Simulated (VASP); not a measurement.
Input of a VASP 6.6.1 run:

File INCAR:

```
PREC = Accurate
ENCUT = 520
EDIFF = 1E-6
ISMEAR = -1
SIGMA = 0.05
LREAL = False
LASPH = True
NELM = 60
ALGO = Normal
ISIF = 2
LWAVE = False
LCHARG = False
GGA = PE
NBANDS = 15
```

File KPOINTS:

```
regular mesh
0
Gamma
  10 10 10
```

File POSCAR:

```
BaS
1.0
    2.8296859818      0.0000000000      0.0000000000
    0.0000000000      2.8296859818      0.0000000000
    0.0000000000      0.0000000000      2.8296859818
Ba S
1 1
Direct
    0.0000000000      0.0000000000      0.0000000000
    0.5000000000      0.5000000000      0.5000000000
```

Potentials or basis: VASP PAW PBE potentials, release 64 (Ba_sv, S).

The run is started by

```sh
$ cat potpaw_PBE.64/Ba_sv/POTCAR potpaw_PBE.64/S/POTCAR > POTCAR
$ mpirun -np 1 vasp_std > vasp.out
```

Problem. What does it give for the band gap on the k mesh?

Solution. Zero (bands 8 and 9 overlap by 3.98 eV).

Problem. What does it give for the pressure?

Solution. 294.5 GPa.

Caveat: the cell stands under pressure; spin-orbit coupling is left out, which moves the levels of the heavy elements.
